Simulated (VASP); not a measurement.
Runs of VASP 6.6.1 on CoO. The structure is that of space group R-3m (No. 166), or close to it. The cells are those of the table. 

| level | potentials or basis | cell | gap on the mesh (eV) | pressure (GPa) | moment (μB) |
| --- | --- | --- | --- | --- | --- |
| revPBE+D3(BJ) | VASP PAW PBE potentials, release 64 (Co, O) | a = 2.939 Å, angles 63.4°, 2 atoms | none | -0.6 | 2.91 |
| PBE | VASP PAW PBE potentials, release 64 (Co, O) | a = 2.916 Å, angles 63.9°, 2 atoms | none | -0.6 | (a) |
| LDA | VASP PAW LDA potentials, release 64 (Co, O) | a = 2.773 Å, angles 65.3°, 2 atoms | none | -1.7 | 2.02 |
| RPBE+D4 | VASP PAW PBE potentials, release 64 (Co, O) | a = 2.903 Å, angles 64.3°, 2 atoms | none | (b) | 2.87 |
| revPBE | VASP PAW PBE potentials, release 64 (Co, O) | a = 2.955 Å, angles 63.3°, 2 atoms | none | -0.4 | (c) |
| PBEsol | VASP PAW PBE potentials, release 64 (Co, O) | a = 2.833 Å, angles 65.2°, 2 atoms | none | -0.9 | 2.66 |

Alike in all rows: task single point; spin collinear, ferromagnetic start; k mesh 11 × 11 × 11; cutoff (eV) 520; smearing fermi-dirac 0.05 eV.

Estimate the missing entries.

(a) 2.86; (b) -0.5; (c) 2.93.

Caveats: a cell with one magnetic atom can't hold antiferromagnetic order, which such compounds often take; semilocal functionals often make such compounds metallic where correlation or magnetic order opens a gap, which also shifts bond lengths; the PAW data sets were made with another functional, which shifts forces and pressure a little (some runs); pairwise dispersion overbinds metals, which lowers pressure and volume (some runs).

A gap of «none» marks levels without a gap at the run's occupations.
